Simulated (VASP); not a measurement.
Here is a VASP 6.6.1 calculation.

INCAR

```
SYSTEM = Zr2Br
  ALGO = Normal
  EDIFF = 1E-6
  ENCUT = 520
  GGA = PE
  ISIF = 2
  ISMEAR = 0
  LASPH = .TRUE.
  LCHARG = .FALSE.
  LREAL = .FALSE.
  LWAVE = .FALSE.
  NBANDS = 22
  NELM = 60
  PREC = Accurate
  SIGMA = 0.1
```

Contents of KPOINTS:

```
k-points
0
G
  6 6 6
  0 0 0
```

File POSCAR:

```
Zr2Br
1.0
    5.0749711628      0.0000000000      0.0000000000
   -2.5374855814      4.3950539505      0.0000000000
    0.0000000000      0.0000000000      3.1245998606
Zr Br
2 1
Direct
    0.3333333333      0.6666666667      0.5000000000
    0.6666666667      0.3333333333      0.5000000000
    0.0000000000      0.0000000000      0.0000000000
```

Potentials or basis: VASP PAW PBE potentials, release 64 (Zr_sv, Br).

Command:

```bash
$ cat potpaw_PBE.64/Zr_sv/POTCAR potpaw_PBE.64/Br/POTCAR > POTCAR
$ mpirun -np 1 vasp_std > vasp.out
```

(1) Estimate the band gap on the k mesh.

(2) Predict the pressure.

Results:

(1) zero (an odd number of electrons rules out a gap without spin polarisation).

(2) 0.1 GPa.

Caveat: an odd number of electrons without spin polarisation forces a metal; a magnetic or distorted state may lie lower.
